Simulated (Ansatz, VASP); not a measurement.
## Two plane-wave programs on SbAsF2

```
Sb As F
1.0
     4.68679    0.00000    0.00000
     0.00000    4.68679    0.00000
     0.00000    0.00000    3.30381
Sb As F
1 1 2
Direct
  0.00000 0.00000 0.00000
  0.50000 0.50000 0.50000
  0.00000 0.50000 0.99997
  0.50000 0.00000 0.00003
```

Change from the starting cell: species swapped into the AlInSb2 type (P-4m2, No. 115).

Alike in both runs: functional PBE; k mesh 4 × 4 × 4; occupations gaussian, width 0.1 eV; no spin polarisation.

Ansatz relaxed the structure, and its values are those at the end. VASP's run is a single point on that final structure, the one shown.

|  | VASP | Ansatz |
| --- | --- | --- |
| version | VASP 6.6.1 | Ansatz 0.2.0 |
| potentials or method | VASP PAW PBE potentials, release 64 (Sb, As, F), cutoff 520 eV | scalar-relativistic, plane waves, PAW |
| valence electrons in the cell | 24 | 44 |

VASP gave:

```
gap on the k mesh at the Fermi level (eV) : none
pressure (GPa)                            : -0.6
```

Estimate Ansatz's values.

gap on the k mesh at the Fermi level (eV): none; pressure (GPa): 0.0.

A gap of «none» marks a metal or a gap that the smearing closes. VASP's potentials hold 24 valence electrons a cell and Ansatz's 44, so a difference there can come from the potentials and not from the codes.

The k mesh is coarse, so the values compare programs but aren't converged. Spin-orbit coupling is off throughout.
